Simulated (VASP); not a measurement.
# Rb (Im-3m) in VASP: a series of runs, part 2 of 2

VASP 6.6.1. Earlier steps stand in the parts before.

### 3 Single point, B3LYP+D4, collinear spin

POSCAR

```
Rb
1.0
   -2.8025000000      2.8025000000      2.8025000000
    2.8025000000     -2.8025000000      2.8025000000
    2.8025000000      2.8025000000     -2.8025000000
Rb
1
Direct
    0.0000000000      0.0000000000      0.0000000000
```

INCAR.step1

```
SYSTEM = Rb
  PREC = Accurate
  ENCUT = 520
  EDIFF = 1E-5
  ISMEAR = 0
  SIGMA = 0.02
  LREAL = .False.
  LASPH = .True.
  NELM = 150
  ALGO = Normal
  ISIF = 2
  LWAVE = .True.
  LCHARG = .False.
  ISPIN = 2
  MAGMOM = 0.5
  LORBIT = 11
  NBANDS = 14
  GGA = PE
```

INCAR.step2

```
SYSTEM = Rb
  PREC = Accurate
  ENCUT = 520
  EDIFF = 1E-6
  ISMEAR = 0
  SIGMA = 0.02
  LREAL = .False.
  LASPH = .True.
  NELM = 150
  ALGO = Normal
  ISIF = 2
  LWAVE = .False.
  LCHARG = .False.
  ISPIN = 2
  MAGMOM = 0.5
  LORBIT = 11
  GGA = B3
  LHFCALC = .True.
  AEXX = 0.2
  AGGAX = 0.72
  AGGAC = 0.81
  ALDAC = 0.19
  PRECFOCK = Normal
  IVDW = 13
  NBANDS = 14
  ISTART = 1
```

KPOINTS

```
Automatic mesh
0
Gamma
  4 4 4
  0 0 0
```

Potentials or basis: VASP PAW PBE potentials, release 64 (Rb_sv).

Started as:

```
$ cat potpaw_PBE.64/Rb_sv/POTCAR > POTCAR
$ cp INCAR.step1 INCAR
$ mpirun -np 1 vasp_std > vasp.out
$ cp INCAR.step2 INCAR
$ mpirun -np 1 vasp_std > vasp.out
```

OUTCAR:

```text
SYSTEM = Rb
   PREC = Accurate
   ENCUT = 520
   EDIFF = 1E-6
   ISMEAR = 0
   LREAL = .False.
   LASPH = .True.
   NELM = 150
   ISIF = 2
   ISPIN = 2
   LORBIT = 11
   GGA = B3
   LHFCALC = .True.
   AEXX = 0.2
   PRECFOCK = Normal
   IVDW = 13
   ISTART = 1

 ion  position               nearest neighbor table
   1  0.000  0.000  0.000-

  LATTYP: Found a body centered cubic cell.
 ALAT       =     5.6050000000

  Lattice vectors:

 A1 = (  -2.8025000000,   2.8025000000,   2.8025000000)
 A2 = (   2.8025000000,  -2.8025000000,   2.8025000000)
 A3 = (   2.8025000000,   2.8025000000,  -2.8025000000)

Analysis of symmetry for initial positions (statically):
=====================================================================
 Subroutine PRICEL returns:
 Original cell was already a primitive cell.

 Routine SETGRP: Setting up the symmetry group for a
 body centered cubic supercell.

 Subroutine GETGRP returns: Found 48 space group operations
 (whereof 48 operations were pure point group operations)
 out of a pool of 48 trial point group operations.

The static configuration has the point symmetry O_h .

Analysis of symmetry for dynamics (positions and initial velocities):
=====================================================================
 Subroutine PRICEL returns:
 Original cell was already a primitive cell.

 Routine SETGRP: Setting up the symmetry group for a
 body centered cubic supercell.

 Subroutine GETGRP returns: Found 48 space group operations
 (whereof 48 operations were pure point group operations)
 out of a pool of 48 trial point group operations.

The dynamic configuration has the point symmetry O_h .

Analysis of structural, dynamic, and magnetic symmetry:
=====================================================================
 Subroutine PRICEL returns:
 Original cell was already a primitive cell.

 Routine SETGRP: Setting up the symmetry group for a
 body centered cubic supercell.

 Subroutine GETGRP returns: Found 48 space group operations
 (whereof 48 operations were pure point group operations)
 out of a pool of 48 trial point group operations.

The overall configuration has the point symmetry O_h .

 Subroutine INISYM returns: Found 48 space group operations
 (whereof 48 operations are pure point group operations),
 and found     1 'primitive' translations

----------------------------------------------------------------------------------------

                                     Primitive cell

  volume of cell :      88.0434

  direct lattice vectors                    reciprocal lattice vectors
    -2.802500000  2.802500000  2.802500000     0.000000000  0.178412132  0.178412132
     2.802500000 -2.802500000  2.802500000     0.178412132  0.000000000  0.178412132
     2.802500000  2.802500000 -2.802500000     0.178412132  0.178412132  0.000000000

  length of vectors
     4.854072388  4.854072388  4.854072388     0.252312857  0.252312857  0.252312857

  position of ions in fractional coordinates (direct lattice)
     0.000000000  0.000000000  0.000000000

  ion indices of the primitive-cell ions
   primitive index   ion index
                 1           1

----------------------------------------------------------------------------------------

 KPOINTS: Automatic mesh

Automatic generation of k-mesh.
 Grid dimensions read from file:
 generate k-points for:    4    4    4
[... 69 lines left out ...]
  Fermi-wavevector in a.u.,A,eV,Ry     =   0.765462  1.446513  7.972081  0.585931
  Thomas-Fermi vector in A             =   1.865587
   LORBIT       =     11    0 simple, 1 ext, 2 COOP (PROOUT), +10 PAW based schemes
   GGA     = B3    functional components
   LHFCALC =     T    Hartree Fock is set to
   PRECFOCK=normal    Normal, Fast or Accurate (Low or Medium for compatibility)
   ENCUT4O =  -1.0   cutoff for four orbital integrals eV
   NKREDX  =     1    reduce k-point grid by
   NKREDY  =     1    reduce k-point grid by
   NKREDZ  =     1    reduce k-point grid by
   AEXX    =    0.2000 exact exchange contribution
   HFSCREEN=    0.0000 screening length (either q_TF or 0.3 A-1)
   HFSCREENC=   0.0000 screening length for correlation (either q_TF or 0.3 A-1)
   ENCUTFOCK=  -1.0 apply spherical cutoff to Coloumb kernel
   IVDW    =    13    specifies the selected vdW correction
   LEPSILON=     F    determine dielectric tensor
   LRPA    =     F    only Hartree local field effects (RPA)
 spin polarized calculation
 Gauss-broadening in eV      SIGMA  =   0.02
  energy-cutoff  :      520.00
  volume of cell :       88.04
 maximum number of plane-waves:      2390
  NGX = 28; NGY = 28; NGZ = 28

 number of electron       9.0000000 magnetization       0.4062500

 Free energy of the ion-electron system (eV)
  ---------------------------------------------------
  ext. energy  EPLUGINS =         0.00000000
  ---------------------------------------------------
  free energy    TOTEN  =        -0.79194025 eV

  energy without entropy =       -0.79145818  energy(sigma->0) =       -0.79169921

 E-fermi :   0.4875     XC(G=0):  -4.4372

 val. band max:       -0.1046625488   @ k =   0.2500   0.2500   0.0000
 cond. band min:       0.4935959699   @ k =   0.5000   0.0000   0.0000
 fundamental gap:      0.5982585187
 Fermi energy:         0.4875045661

 spin component 1

 k-point     1 :       0.0000    0.0000    0.0000
  band No.  band energies     occupation
      1     -31.0593      1.00000
      2     -14.1760      1.00000
      3     -14.1760      1.00000
      4     -14.1760      1.00000
      5      -2.5317      1.00000
      6       4.4653      0.00000
      7       4.4653      0.00000
      8       4.4653      0.00000
      9       5.4701      0.00000
     10       5.4701      0.00000
     11       7.6488      0.00000
     12       7.6488      0.00000
     13       7.6488      0.00000
     14      10.3261      0.00000
[... 104 lines left out ...]
  band No.  band energies     occupation
      1     -31.0498      1.00000
      2     -14.2570      1.00000
      3     -14.2570      1.00000
      4     -14.2570      1.00000
      5       1.9056      0.00000
      6       1.9056      0.00000
      7       4.0281      0.00000
      8       4.0281      0.00000
      9       4.0281      0.00000
     10       5.5905      0.00000
     11       6.9290      0.00000
     12       6.9290      0.00000
     13       6.9290      0.00000
     14      11.3756      0.00000
 Fermi energy:         0.4875045661

 spin component 2

 k-point     1 :       0.0000    0.0000    0.0000
  band No.  band energies     occupation
      1     -31.0178      1.00000
      2     -14.1451      1.00000
      3     -14.1451      1.00000
      4     -14.1451      1.00000
      5      -2.0184      1.00000
      6       4.5826      0.00000
      7       4.5826      0.00000
      8       4.5826      0.00000
      9       5.5766      0.00000
     10       5.5766      0.00000
     11       8.0017      0.00000
     12       8.0017      0.00000
     13       8.0017      0.00000
     14      10.4047      0.00000
[... 105 lines left out ...]
      1     -31.0084      1.00000
      2     -14.2221      1.00000
      3     -14.2221      1.00000
      4     -14.2221      1.00000
      5       2.2157      0.00000
      6       2.2157      0.00000
      7       4.3505      0.00000
      8       4.3505      0.00000
      9       4.3505      0.00000
     10       5.6888      0.00000
     11       6.9591      0.00000
     12       6.9591      0.00000
     13       6.9591      0.00000
     14      11.5497      0.00000

------------------------ aborting loop because EDIFF is reached ----------------------------------------

  DFT-D4 for vdW energy calculation

  Edisp (eV):   -0.12700

  FORCE on cell =-STRESS in cart. coord.  units (eV):
  Direction    XX          YY          ZZ          XY          YZ          ZX
  --------------------------------------------------------------------------------------
  -------------------------------------------------------------------------------------
  Total       0.00404     0.00404     0.00404    -0.00000    -0.00000     0.00000
  in kB       0.07359     0.07359     0.07359    -0.00000    -0.00000     0.00000
  external pressure =        0.07 kB  Pullay stress =        0.00 kB

 VOLUME and BASIS-vectors are now :
 -----------------------------------------------------------------------------
  energy-cutoff  :      520.00
  volume of cell :       88.04
      direct lattice vectors                 reciprocal lattice vectors
    -2.802500000  2.802500000  2.802500000     0.000000000  0.178412132  0.178412132
     2.802500000 -2.802500000  2.802500000     0.178412132  0.000000000  0.178412132
     2.802500000  2.802500000 -2.802500000     0.178412132  0.178412132  0.000000000

 POSITION                                       TOTAL-FORCE (eV/Angst)
 -----------------------------------------------------------------------------------
      0.00000      0.00000      0.00000        -0.000000      0.000000      0.000000
 -----------------------------------------------------------------------------------
    total drift:                               -0.000000     -0.000000      0.000000

  FREE ENERGIE OF THE ION-ELECTRON SYSTEM (eV)
  ---------------------------------------------------
  free  energy   TOTEN  =        -0.9189373073 eV

  energy  without entropy=       -0.9184552376  energy(sigma->0) =       -0.91869627

 total charge

# of ion       s       p       d       tot
------------------------------------------
    1        1.967   5.398   0.006   7.370

 magnetization (x)

# of ion       s       p       d       tot
------------------------------------------
    1        0.012   0.014   0.005   0.030
```

It took 13 min on 1 thread of Oxide Virtual Turin-like, shared host; peak memory 0.22 GiB.

What came out:

- Free energy: -0.9189 eV
- Pressure: 0.0 GPa
- Net moment: 0.41 μB per cell
- Site moments: Rb +0.03 μB
- Valence electrons inside the program's atomic spheres: Rb 7.37
- Dispersion energy per atom: -0.127 eV

Levels at points of the mesh, in eV from the Fermi level:
Spin up:
```tsv
k point	band 1	band 2	band 3	band 4	band 5	band 6	band 7	band 8	band 9
(0.00, 0.00, 0.00)	-31.55	-14.66	-14.66	-14.66	-3.02	3.98	3.98	3.98	4.98
(0.50, 0.00, 0.00)	-31.54	-14.78	-14.70	-14.66	0.01	0.77	2.82	4.58	5.56
(0.50, 0.50, 0.50)	-31.54	-14.74	-14.74	-14.74	1.42	1.42	3.54	3.54	3.54
```
Spin down:
| k point | band 1 | band 2 | band 3 | band 4 | band 5 | band 6 | band 7 | band 8 |
| --- | --- | --- | --- | --- | --- | --- | --- | --- |
| (0.00, 0.00, 0.00) | -31.51 | -14.63 | -14.63 | -14.63 | -2.51 | 4.10 | 4.10 | 4.10 |
| (0.50, 0.00, 0.00) | -31.50 | -14.74 | -14.67 | -14.63 | 0.58 | 1.29 | 3.03 | 4.69 |
| (0.50, 0.50, 0.50) | -31.50 | -14.71 | -14.71 | -14.71 | 1.73 | 1.73 | 3.86 | 3.86 |

Caveat: the k points lie up to 0.40 Å⁻¹ apart; the PAW data sets were made with another functional, which shifts forces and pressure a little.
